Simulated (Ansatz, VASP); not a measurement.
**C: VASP beside Ansatz**

INCAR

```
SYSTEM = C
ALGO = Normal
EDIFF = 1E-6
ENCUT = 520
GGA = PE
ISIF = 2
ISMEAR = 0
LASPH = .True.
LCHARG = .False.
LREAL = .False.
LWAVE = .False.
NBANDS = 11
NELM = 60
PREC = Accurate
SIGMA = 0.05
```

KPOINTS

```
k-points
0
Gamma
  12 12 12
  0 0 0
```

The input POSCAR:

```
C
1.0
    0.0000000000      1.7857375319      1.8393096579
    1.7857375319      0.0000000000      1.8393096579
    1.7857375319      1.7857375319      0.0000000000
C
2
Direct
    0.5000000000      0.5000000000      0.5000000000
    0.7500000000      0.7500000000      0.7500000000
```

Input for Ansatz:

```yaml
crystal:
  lattice:
    - [0.0, 1.7857375319, 1.8393096579]
    - [1.7857375319, 0.0, 1.8393096579]
    - [1.7857375319, 1.7857375319, 0.0]
  atoms:
    - { symbol: C, position: [0.5, 0.5, 0.5] }
    - { symbol: C, position: [0.75, 0.75, 0.75] }
basis:
  ecutwfc: 420
kpoints:
  mp_grid: { grid: [12, 12, 12] }
hamiltonian:
  xc: pbe
scf:
  occupations: { method: gaussian, width: 0.05 }
output:
  forces: true
  stress: true
  eigenvalues: true
```

Change from the starting cell: strain +0.0300 x Voigt [0, 0, 1, 0, 0, 0], atoms carried along.

Alike in both runs: task single point; functional PBE; k mesh 12 × 12 × 12; occupations gaussian, width 0.05 eV; no spin polarisation.

|  | VASP | Ansatz |
| --- | --- | --- |
| version | VASP 6.6.1 | Ansatz 0.2.0 |
| potentials or method | VASP PAW PBE potentials, release 64 (C), cutoff 520 eV | scalar-relativistic, plane waves, PAW |
| valence electrons in the cell | 8 | 8 |

Ansatz gave:

- gap on the k mesh at the Fermi level (eV): 3.72
- least direct gap on the mesh (eV): 5.24
- pressure (GPa): -12.0
- traceless stress, the component that is largest in VASP (GPa): -18.21

Question: Estimate VASP's values.

Answer: gap on the k mesh at the Fermi level (eV): 3.71; least direct gap on the mesh (eV): 5.24; pressure (GPa): -11.5; traceless stress, the component that is largest in VASP (GPa): -18.20.

The functional is the same, so the differences come from potentials, cutoffs and numerics.
